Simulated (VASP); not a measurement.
# Co (Fm-3m) in VASP: further runs

Runs on Co. Level: PBEsol. Tasks: single point, relaxation of cell and atoms.

Everything below comes from runs of VASP 6.6.1. Logs are shortened: lines on timing, memory, paths and dates and some standing lists are left out, and cuts for length are marked.

## Step 1: The cell of the first run

Symmetry: Fm-3m, No. 225, cubic system. The conventional cell has a = 3.603 Å, b = 3.603 Å, c = 3.603 Å, α = 90.00°, β = 90.00°, γ = 90.00°. Co (site symmetry m-3m) has 12 Co at 2.55 Å within 3.4 Å.

This isn't the form of Co at room conditions, which is hcp.

## Step 2: Single point, PBEsol, collinear spin, ferromagnetic start (11.70 Å³/atom)

Contents of INCAR:

```
SYSTEM = Co
  ALGO = Normal
  EDIFF = 1E-6
  ENCUT = 520
  GGA = PS
  ISIF = 2
  ISMEAR = -1
  ISPIN = 2
  LASPH = .TRUE.
  LCHARG = .FALSE.
  LMAXMIX = 4
  LORBIT = 11
  LREAL = .FALSE.
  LWAVE = .FALSE.
  MAGMOM = 1.673
  NBANDS = 14
  NELM = 150
  PREC = Accurate
  SIGMA = 0.05
```

Contents of KPOINTS:

```
k-points
0
G
  17 17 17
  0 0 0
```

Contents of POSCAR:

```
Co
1.0
    0.0000000000      1.8016606195      1.8016606195
    1.8016606195      0.0000000000      1.8016606195
    1.8016606195      1.8016606195      0.0000000000
Co
1
Direct
    0.0000000000      0.0000000000      0.0000000000
```

Potentials or basis: VASP PAW PBE potentials, release 64 (Co).

Command:

```sh
> cat potpaw_PBE.64/Co/POTCAR > POTCAR
> mpirun -np 1 vasp_std > vasp.out
```

OUTCAR:

```text
SYSTEM = Co
   EDIFF = 1E-6
   ENCUT = 520
   GGA = PS
   ISIF = 2
   ISMEAR = -1
   ISPIN = 2
   LASPH = .TRUE.
   LORBIT = 11
   LREAL = .FALSE.
   NELM = 150
   PREC = Accurate

 ion  position               nearest neighbor table
   1  0.000  0.000  0.000-

  LATTYP: Found a face centered cubic cell.
 ALAT       =     3.6033212390

  Lattice vectors:

 A1 = (   0.0000000000,   1.8016606195,   1.8016606195)
 A2 = (   1.8016606195,   0.0000000000,   1.8016606195)
 A3 = (   1.8016606195,   1.8016606195,   0.0000000000)

Analysis of symmetry for initial positions (statically):
=====================================================================
 Subroutine PRICEL returns:
 Original cell was already a primitive cell.

 Routine SETGRP: Setting up the symmetry group for a
 face centered cubic supercell.

 Subroutine GETGRP returns: Found 48 space group operations
 (whereof 48 operations were pure point group operations)
 out of a pool of 48 trial point group operations.

The static configuration has the point symmetry O_h .

Analysis of symmetry for dynamics (positions and initial velocities):
=====================================================================
 Subroutine PRICEL returns:
 Original cell was already a primitive cell.

 Routine SETGRP: Setting up the symmetry group for a
 face centered cubic supercell.

 Subroutine GETGRP returns: Found 48 space group operations
 (whereof 48 operations were pure point group operations)
 out of a pool of 48 trial point group operations.

The dynamic configuration has the point symmetry O_h .

Analysis of structural, dynamic, and magnetic symmetry:
=====================================================================
 Subroutine PRICEL returns:
 Original cell was already a primitive cell.

 Routine SETGRP: Setting up the symmetry group for a
 face centered cubic supercell.

 Subroutine GETGRP returns: Found 48 space group operations
 (whereof 48 operations were pure point group operations)
 out of a pool of 48 trial point group operations.

The overall configuration has the point symmetry O_h .

 Subroutine INISYM returns: Found 48 space group operations
 (whereof 48 operations are pure point group operations),
 and found     1 'primitive' translations

----------------------------------------------------------------------------------------

                                     Primitive cell

  volume of cell :      11.6963

  direct lattice vectors                    reciprocal lattice vectors
     0.000000000  1.801660620  1.801660620    -0.277521746  0.277521746  0.277521746
     1.801660620  0.000000000  1.801660620     0.277521746 -0.277521746  0.277521746
     1.801660620  1.801660620  0.000000000     0.277521746  0.277521746 -0.277521746

  length of vectors
     2.547932883  2.547932883  2.547932883     0.480681763  0.480681763  0.480681763

  position of ions in fractional coordinates (direct lattice)
     0.000000000  0.000000000  0.000000000

  ion indices of the primitive-cell ions
   primitive index   ion index
                 1           1

----------------------------------------------------------------------------------------

 KPOINTS: k-points

Automatic generation of k-mesh.
 Grid dimensions read from file:
 generate k-points for:   17   17   17

 Generating k-lattice:

  Cartesian coordinates                     Fractional coordinates (reciprocal lattice)
    -0.016324809  0.016324809  0.016324809     0.058823529  0.000000000  0.000000000
     0.016324809 -0.016324809  0.016324809     0.000000000  0.058823529  0.000000000
     0.016324809  0.016324809 -0.016324809     0.000000000  0.000000000  0.058823529

  Length of vectors
     0.028275398  0.028275398  0.028275398

  Shift w.r.t. Gamma in fractional coordinates (k-lattice)
     0.000000000  0.000000000  0.000000000

 Subroutine IBZKPT returns following result:
 ===========================================

 Found    165 irreducible k-points:

 Following reciprocal coordinates:
            Coordinates               Weight
  0.000000  0.000000  0.000000      1.000000
  0.058824  0.000000  0.000000      8.000000
  0.117647  0.000000  0.000000      8.000000
  0.176471  0.000000  0.000000      8.000000
  0.235294  0.000000  0.000000      8.000000
  0.294118  0.000000  0.000000      8.000000
[... 16 lines left out ...]
 -0.176471  0.058824  0.000000     24.000000
 -0.117647  0.058824  0.000000     24.000000
 [... further k-points ...]
   k-points           NKPTS =    165   k-points in BZ     NKDIM =    165   number of bands    NBANDS=     14
   number of dos      NEDOS =    301   number of ions     NIONS =      1
   total plane-waves  NPLWV =   8000
   dimension x,y,z NGX =    20 NGY =   20 NGZ =   20
   dimension x,y,z NGXF=    40 NGYF=   40 NGZF=   40
   ions per type =               1
   NGX,Y,Z   is equivalent  to a cutoff of  13.05, 13.05, 13.05 a.u.
   NGXF,Y,Z  is equivalent  to a cutoff of  26.10, 26.10, 26.10 a.u.
 SYSTEM =  Co
   PREC   = accura    normal or accurate (medium, high low for compatibility)
   ISTART =      0    job   : 0-new  1-cont  2-samecut
   ICHARG =      2    charge: 1-file 2-atom 10-const
   ISPIN  =      2    spin polarized calculation?
   LNONCOLLINEAR =      F non collinear calculations
   LSORBIT =      F    spin-orbit coupling
   LASPH  =      T    aspherical Exc in radial PAW
   ENCUT  =  520.0 eV  38.22 Ry    6.18 a.u.   4.74  4.74  4.74*2*pi/ulx,y,z
   NELM   =    150;   NELMIN=  2; NELMDL= -5     # of ELM steps
   EDIFF  = 0.1E-05   stopping-criterion for ELM
   LREAL  =      F    real-space projection
   EDIFFG = 0.1E-04   stopping-criterion for IOM
   NSW    =      0    number of steps for IOM
   IBRION =     -1    ionic relax: 0-MD 1-quasi-New 2-CG
   NFREE  =      0    steps in history (QN), initial steepest desc. (CG)
   ISIF   =      2    stress and relaxation
   ISYM   =      2    0-nonsym 1-usesym 2-fastsym
   POTIM  = 0.5000    time-step for ionic-motion
   TEBEG  =    0.0;   TEEND  =   0.0 temperature during run
   PSTRESS=    0.0 pullay stress
   NELECT =       9.0000    total number of electrons
   NUPDOWN=      -1.0000    fix difference up-down
   EMIN   =  10.00;   EMAX   =-10.00  energy-range for DOS
   EFERMI =   0.00;   METHOD = LEGACY
   ISMEAR =    -1;   SIGMA  =   0.05  broadening in eV -4-tet -1-fermi 0-gaus
   EFERMI_NEDOS =   21; number of points for ismear=-14 and -15
   IALGO  =     38    algorithm
   IMIX   =      4    mixing-type and parameters
     AMIX     =   0.40;   BMIX     =  1.00
     AMIX_MAG =   1.60;   BMIX_MAG =  1.00
  volume/ion in A,a.u.               =      11.70        78.93
  Fermi-wavevector in a.u.,A,eV,Ry     =   1.500166  2.834903 30.619889  2.250498
  Thomas-Fermi vector in A             =   2.611702
   LORBIT       =     11    0 simple, 1 ext, 2 COOP (PROOUT), +10 PAW based schemes
   GGA     = PS    functional components
   LHFCALC =     F    Hartree Fock is set to
   AEXX    =    0.0000 exact exchange contribution
   IVDW    =     0    specifies the selected vdW correction
   LEPSILON=     F    determine dielectric tensor
   LRPA    =     F    only Hartree local field effects (RPA)
 spin polarized calculation
  energy-cutoff  :      520.00
  volume of cell :       11.70
 maximum number of plane-waves:       331
   NGX =  9   NGY =  9   NGZ =  9

 number of electron       9.0000004 magnetization       1.6838157

 Free energy of the ion-electron system (eV)
  ---------------------------------------------------
  ext. energy  EPLUGINS =         0.00000000
  ---------------------------------------------------
  free energy    TOTEN  =        -7.62158007 eV

  energy without entropy =       -7.61128489  energy(sigma->0) =       -7.61643248

 E-fermi :   9.1533     XC(G=0): -13.1408

 val. band max:        9.1512736250   @ k =   0.3529   0.2353   0.0000
 cond. band min:       9.1661102297   @ k =  -0.3529   0.2941   0.0000
 fundamental gap:      0.0148366046
 Fermi energy:         9.1533186399

 spin component 1

 k-point     1 :       0.0000    0.0000    0.0000
  band No.  band energies     occupation
      1       0.5059      1.00000
      2       6.5311      1.00000
      3       6.5311      1.00000
      4       6.5311      1.00000
      5       7.4584      1.00000
      6       7.4584      1.00000
      7      31.4879      0.00000
      8      35.2696      0.00000
      9      35.2696      0.00000
     10      35.2696      0.00000
     11      38.1582      0.00000
     12      38.1582      0.00000
     13      38.1582      0.00000
     14      40.9648      0.00000
[... 375 lines left out ...]
 k-point    24 :      -0.1176    0.0588    0.0000
  band No.  band energies     occupation
      1       1.3108      1.00000
      2       6.3263      1.00000
      3       6.6931      1.00000
      4       6.6938      1.00000
      5       7.3219      1.00000
      6       7.5126      1.00000
      7      28.4111      0.00000
      8      30.8607      0.00000
      9      34.0088      0.00000
     10      35.8693      0.00000
     11      37.8856      0.00000
     12      38.7662      0.00000
     13      41.7866      0.00000
     14      42.1770      0.00000

 [... further k-points ...]

 spin component 2

 k-point     1 :       0.0000    0.0000    0.0000
  band No.  band energies     occupation
      1       0.5711      1.00000
      2       8.1493      1.00000
      3       8.1493      1.00000
      4       8.1493      1.00000
      5       9.4418      0.00311
      6       9.4418      0.00311
      7      31.2547      0.00000
      8      35.4570      0.00000
      9      35.4570      0.00000
     10      35.4570      0.00000
     11      38.5115      0.00000
     12      38.5115      0.00000
     13      38.5115      0.00000
     14      40.7203      0.00000
[... 375 lines left out ...]
 k-point    24 :      -0.1176    0.0588    0.0000
  band No.  band energies     occupation
      1       1.3815      1.00000
      2       7.8834      1.00000
      3       8.3331      1.00000
      4       8.3336      1.00000
      5       9.2728      0.08390
      6       9.4806      0.00143
      7      28.6563      0.00000
      8      31.0166      0.00000
      9      34.0956      0.00000
     10      36.1103      0.00000
     11      37.9162      0.00000
     12      39.0309      0.00000
     13      42.2285      0.00000
     14      42.3579      0.00000

 [... further k-points ...]

------------------------ aborting loop because EDIFF is reached ----------------------------------------

  FORCE on cell =-STRESS in cart. coord.  units (eV):
  Direction    XX          YY          ZZ          XY          YZ          ZX
  --------------------------------------------------------------------------------------
  -------------------------------------------------------------------------------------
  Total       -1.5813496     -1.5813496     -1.5813496      0.0000000      0.0000000      0.0000000
  in kB     -216.6154900   -216.6154900   -216.6154900      0.0000000      0.0000000      0.0000000
  external PRESSURE =    -216.6154900 kB  Pullay stress =       0.0000000 kB

 VOLUME and BASIS-vectors are now :
 -----------------------------------------------------------------------------
  energy-cutoff  :      520.00
  volume of cell :       11.70
      direct lattice vectors                 reciprocal lattice vectors
     0.000000000  1.801660620  1.801660620    -0.277521746  0.277521746  0.277521746
     1.801660620  0.000000000  1.801660620     0.277521746 -0.277521746  0.277521746
     1.801660620  1.801660620  0.000000000     0.277521746  0.277521746 -0.277521746

 POSITION                                       TOTAL-FORCE (eV/Angst)
 -----------------------------------------------------------------------------------
      0.00000      0.00000      0.00000         0.000000     -0.000000      0.000000
 -----------------------------------------------------------------------------------
    total drift:                                0.000000      0.000000      0.000000

  FREE ENERGIE OF THE ION-ELECTRON SYSTEM (eV)
  ---------------------------------------------------
  free  energy   TOTEN  =        -7.6215800707 eV

  energy  without entropy=       -7.6112848895  energy(sigma->0) =       -7.61643248

 total charge

# of ion       s       p       d       tot
------------------------------------------
    1        0.461   0.465   7.207   8.133

 magnetization (x)

# of ion       s       p       d       tot
------------------------------------------
    1       -0.012  -0.045   1.766   1.709
```

It took 1.7 min on 1 thread of Intel Xeon 8259CL, shared host; peak memory 0.16 GiB.

Results:

```
Free energy                                           : -7.6216 eV
Pressure                                              : -21.7 GPa
Net moment                                            : 1.68 μB per cell
Site moments                                          : Co +1.71 μB
Valence electrons inside the program's atomic spheres : Co 8.13
```

Levels at points of the mesh, in eV from the Fermi level:
Spin up:
| k point | band 3 | band 4 | band 5 | band 6 | band 7 | band 8 |
| --- | --- | --- | --- | --- | --- | --- |
| (0.00, 0.00, 0.00) | -2.62 | -2.62 | -1.69 | -1.69 | 22.33 | 26.12 |
Spin down:
```
           k point  band 1  band 2  band 3  band 4  band 5  band 6  band 7  band 8
(0.00, 0.00, 0.00)   -8.58   -1.00   -1.00   -1.00    0.29    0.29   22.10   26.30
```

Caveat: the cell stands under tension; the PAW data sets were made with another functional, which shifts forces and pressure a little.

## Step 3: Relaxation of cell and atoms, PBEsol, collinear spin, ferromagnetic start

This run uses another cell than the first one, of 11.07 Å³/atom.

Contents of INCAR:

```
SYSTEM = Co
PREC = Accurate
ENCUT = 600
EDIFF = 1E-6
ISMEAR = -1
SIGMA = 0.05
LREAL = .False.
LASPH = .True.
NELM = 150
ALGO = Normal
ISIF = 3
LWAVE = .False.
LCHARG = .False.
ISPIN = 2
MAGMOM = 1.7
LORBIT = 11
LMAXMIX = 4
GGA = PS
IBRION = 2
NSW = 80
EDIFFG = -0.01
```

Contents of KPOINTS:

```
regular mesh
0
Gamma
  15 15 15
  0 0 0
```

Contents of POSCAR:

```
Co
1.0
    0.0000000000      1.7691019796      1.7691019796
    1.7691019796      0.0000000000      1.7691019796
    1.7691019796      1.7691019796      0.0000000000
Co
1
Direct
    0.0000000000      0.0000000000      0.0000000000
```

Potentials or basis: VASP PAW PBE potentials, release 64 (Co).

Command:

```sh
> cat potpaw_PBE.64/Co/POTCAR > POTCAR
> mpirun -np 1 vasp_std > vasp.out
```

Run time: 2.5 min. Hardware: 1 thread of Intel Xeon 8259CL, shared host; peak memory 0.16 GiB.

Results (log left out):

- Free energy: -7.7198 eV
- Relaxed volume: 10.40 Å³/atom
- Relaxed cell: a = 2.450 Å, b = 2.450 Å, c = 2.450 Å, α = 60.00°, β = 60.00°, γ = 60.00°
- Space group after relaxing (to 0.1 Å): Fm-3m (No. 225)
- Energy gained by relaxing: 29.6 meV/atom
- Ionic steps: 4
- Pressure after relaxing: 0.0 GPa
- Net moment: 1.63 μB per cell
- Site moments: Co +1.63 μB
- Valence electrons inside the program's atomic spheres: Co 8.36

Step by step:
```csv
step,energy change (eV),largest force (eV/Å),pressure (GPa),volume (Å³)
1,0.0000,0.0000,-13.25,11.07
2,0.0151,0.0000,20.26,9.67
3,-0.0296,0.0000,-0.42,10.42
4,-0.0296,0.0000,-0.04,10.40
```

Final structure:
```
Co
1.0
     0.00000    1.73256    1.73256
     1.73256    0.00000    1.73256
     1.73256    1.73256    0.00000
Co
1
Cartesian
  0.0000 0.0000 0.0000
```

Levels at points of the mesh, in eV from the Fermi level:
Spin up:
| k point | band 3 | band 4 | band 5 | band 6 | band 7 | band 8 |
| --- | --- | --- | --- | --- | --- | --- |
| (0.00, 0.00, 0.00) | -2.77 | -2.77 | -1.61 | -1.61 | 23.34 | 28.02 |
Spin down:
```tsv
k point	band 1	band 2	band 3	band 4	band 5	band 6	band 7	band 8	band 9
(0.00, 0.00, 0.00)	-9.23	-1.20	-1.20	-1.20	0.30	0.30	23.15	28.20	28.20
```

Caveat: the PAW data sets were made with another functional, which shifts forces and pressure a little.

## Step 4: Single point, PBEsol, collinear spin, ferromagnetic start

This run uses another cell than the first one, of 10.44 Å³/atom.

Contents of INCAR:

```
ALGO = Normal
EDIFF = 1E-6
ENCUT = 520
GGA = PS
ISIF = 2
ISMEAR = -1
ISPIN = 2
LASPH = T
LCHARG = F
LMAXMIX = 4
LORBIT = 11
LREAL = F
LWAVE = F
MAGMOM = 1.695
NBANDS = 14
NELM = 150
PREC = Accurate
SIGMA = 0.05
```

Contents of KPOINTS:

```
k-points
0
Gamma
  25 25 25
```

Contents of POSCAR:

```
Co
1.0
    0.0000000000      1.7348701647      1.7348701647
    1.7348701647      0.0000000000      1.7348701647
    1.7348701647      1.7348701647      0.0000000000
Co
1
Direct
    0.0000000000      0.0000000000      0.0000000000
```

Command:

```sh
> cat potpaw_PBE.64/Co/POTCAR > POTCAR
> mpirun -np 1 vasp_std > vasp.out
```

Wall time 3.8 min (1 thread of Intel Xeon 8259CL, shared host); peak memory 0.21 GiB.

The run converged. Its results:

```yaml
Free_energy: -7.7204 eV
Pressure: -1.4 GPa
Net_moment: 1.61 μB per cell
Site_moments: Co +1.61 μB
Valence_electrons_inside_the_program's_atomic_spheres: Co 8.35
```

Levels at points of the mesh, in eV from the Fermi level:
Spin up:
```
           k point  band 1  band 2  band 3  band 4  band 5  band 6  band 7  band 8  band 9  band 10
(0.00, 0.00, 0.00)   -9.30   -2.75   -2.75   -2.75   -1.60   -1.60   23.30   27.96   27.96    27.96
```
Spin down:
| k point | band 1 | band 2 | band 3 | band 4 | band 5 | band 6 | band 7 | band 8 | band 9 |
| --- | --- | --- | --- | --- | --- | --- | --- | --- | --- |
| (0.00, 0.00, 0.00) | -9.21 | -1.20 | -1.20 | -1.20 | 0.29 | 0.29 | 23.12 | 28.13 | 28.13 |

Caveat: the PAW data sets were made with another functional, which shifts forces and pressure a little.

## Step 5: Overview

| task | cell | k mesh | cutoff (eV) | gap on the mesh (eV) | pressure (GPa) | moment (μB) |
| --- | --- | --- | --- | --- | --- | --- |
| single point | a = 2.548 Å, angles 60.0°, 1 atom | 17 × 17 × 17 | 520 | none | -21.7 | 1.68 |
| relaxation of cell and atoms | relaxed from a = 2.502 Å, angles 60.0°, 1 atom | 15 × 15 × 15 | 600 | none | 0.0 | 1.63 |
| single point | a = 2.453 Å, angles 60.0°, 1 atom | 25 × 25 × 25 | 520 | none | -1.4 | 1.61 |

Alike in all rows: level PBEsol; potentials or basis VASP PAW PBE potentials, release 64 (Co); spin collinear, ferromagnetic start; smearing fermi-dirac 0.05 eV.

Caveats: the PAW data sets were made with another functional, which shifts forces and pressure a little; the cell stands under tension (at least some runs).

Total energies depend on the potentials used, so only differences within one code and one set of settings carry meaning.
